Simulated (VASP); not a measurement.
Runs of VASP 6.6.1 on AlIn2As2P. The structure is that of space group P4/mmm (No. 123), or close to it. The cells are those of the table. 

```csv
task,cell,k mesh,cutoff (eV),gap on the mesh (eV),pressure (GPa),largest force (eV/Å)
single point,"a = 4.519, b = 4.519, c = 5.801 Å, 6 atoms",4 × 4 × 4,520,none,16.9,(a)
single point,"a = 5.073, b = 5.073, c = 5.741 Å, 6 atoms",8 × 8 × 8,520,none,0.0,0.01
single point,"a = 5.141, b = 5.141, c = 5.545 Å, 6 atoms",4 × 4 × 4,520,none,0.1,0.01
relaxation of cell and atoms,"relaxed from a = 4.519, b = 4.519, c = 5.801 Å, 6 atoms",4 × 4 × 4,600,none,0.0,0.01
```

Alike in all rows: level PBE; potentials or basis VASP PAW PBE potentials, release 64 (Al, In_d, P, As); no spin polarisation; smearing gaussian 0.1 eV.

Problem. Estimate the missing entries.

Solution. (a) 0.28.

Caveats: spin-orbit coupling is left out, which moves the levels of the heavy elements.

A k mesh can miss the band edges, and the runs leave out spin-orbit coupling on As, In.

A gap of «none» marks levels without a gap at the run's occupations.
